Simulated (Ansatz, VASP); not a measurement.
Two plane-wave programs on PbO2

```xyz
3
Lattice="0.0000 2.6750 2.7020 2.6750 0.0000 2.7020 2.6750 2.6750 0.0000" Properties=species:S:1:pos:R:3 pbc="T T T"
Pb    0.0000    0.0000    0.0000
O     4.0125    4.0125    4.0530
O     1.3375    1.3375    1.3510
```

Alike in both runs: task single point; functional PBEsol; k mesh 7 × 7 × 7; occupations fermi-dirac, width 0.05 eV; no spin polarisation.

|  | VASP | Ansatz |
| --- | --- | --- |
| version | VASP 6.6.1 | Ansatz 0.2.0 |
| potentials or method | VASP PAW PBE potentials, release 64 (Pb_d, O) | Ansatz PAW |
| plane-wave cutoff (eV) | 520 | 420 |
| valence electrons in the cell | 26 | 26 |

```csv
,VASP,Ansatz,Ansatz less VASP
gap on the k mesh at the Fermi level (eV),none,none,-
pressure (GPa),-3.0,-3.3,-0.23
"traceless stress, the component that is largest in VASP (GPa)",-1.72,-1.73,-0.009
```

VASP's potentials were made for PBE, not for PBEsol. A gap of «none» marks a metal or a gap that the smearing closes. With one functional, cell and mesh, what is left measures potentials, basis and numerics.

Neither program's run includes spin-orbit coupling.
